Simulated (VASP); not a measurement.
Write the native input for VASP 6.6.1 that does the following.

* Task: relaxation of cell and atoms
* Functional: PBE
* Potentials or basis: VASP PAW PBE potentials, release 64 (Si, N)
* Cutoff: 600 eV
* k mesh: 8 × 8 × 8
* Occupations: gaussian, width 0.1 eV
* Spin: no spin polarisation
* Dipole correction: no
* Further INCAR settings: ALGO = Normal; EDIFF = 1e-06; IBRION = 2; EDIFFG = -0.01; NSW = 100; ISIF = 3

The structure of Si5N lies in POSCAR:

```
Si5N
1.0
    3.6195139676     -3.1042929612      0.0000000000
    3.6195139676      3.1042929612      0.0000000000
   -0.3451263609      0.0000000000      4.4663186163
Si N
5 1
Direct
    0.4519390482      0.9701048987      0.0697828451
    0.9701048987      0.4519390482      0.0697828451
    0.1624277948      0.7849864087      0.3941574547
    0.7849864087      0.1624277948      0.3941574547
    0.5081735962      0.5081735962      0.7506048804
    0.2832862234      0.2832862234      0.8978521800
```

The cell was generated, and may not be a known phase.

These files were run (other wordings do the same):

INCAR

```
PREC = Accurate
ENCUT = 600
EDIFF = 1E-6
ISMEAR = 0
SIGMA = 0.1
LREAL = False
LASPH = True
NELM = 100
ALGO = Normal
ISIF = 3
LWAVE = False
LCHARG = False
GGA = PE
IBRION = 2
NSW = 100
EDIFFG = -0.01
```

KPOINTS

```
Automatic mesh
0
Gamma
  8 8 8
```

Potentials or basis: VASP PAW PBE potentials, release 64 (Si, N).

The run is started by

```sh
$ cat potpaw_PBE.64/Si/POTCAR potpaw_PBE.64/N/POTCAR > POTCAR
$ mpirun -np 1 vasp_std > vasp.out
```

Results of the run:

- Relaxed volume: 16.69 Å³/atom
- Relaxed cell: a = 4.766 Å, b = 4.766 Å, c = 4.476 Å, α = 93.18°, β = 93.18°, γ = 80.99°
- Space group after relaxing (to 0.1 Å): Cm (No. 8)
- Energy gained by relaxing: 0.2 meV/atom
- Ionic steps: 7
- Pressure after relaxing: 0.0 GPa
- Largest force after relaxing: 0.008 eV/Å
- Band gap on the k mesh: zero (an odd number of electrons rules out a gap without spin polarisation)

Caveat: an odd number of electrons without spin polarisation forces a metal; a magnetic or distorted state may lie lower.

Run time: 13 min on 1 thread of Intel(R) Xeon(R) Platinum 8259CL CPU @ 2.50GHz (Skylake/Cascade Lake), on a shared host, peak memory 0.41 GiB.
